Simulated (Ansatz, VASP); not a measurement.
Mo in VASP and in Ansatz

```
Mo
1.0
    -1.60164    1.60164    1.60164
     1.60164   -1.60164    1.60164
     1.60164    1.60164   -1.60164
Mo
1
Direct
  0.00000 0.00000 0.00000
```

Alike in both runs: functional BLYP; k mesh 14 × 14 × 14; occupations fermi-dirac, width 0.1 eV; no spin polarisation.

Ansatz relaxed the structure, and its values are those at the end. VASP's run is a single point on that final structure, the one shown.

|  | VASP | Ansatz |
| --- | --- | --- |
| version | VASP 6.6.1 | Ansatz 0.2.0 |
| potentials or method | VASP PAW PBE potentials, release 64 (Mo_sv), cutoff 520 eV | plane waves (420 eV) with PAW, scalar-relativistic |
| valence electrons in the cell | 14 | 14 |

Ansatz gave:

* pressure (GPa): 0.0

Q: What did VASP give for the same quantities?

A: Pressure (GPa): 0.9.

VASP's potentials were made for PBE, not for BLYP.
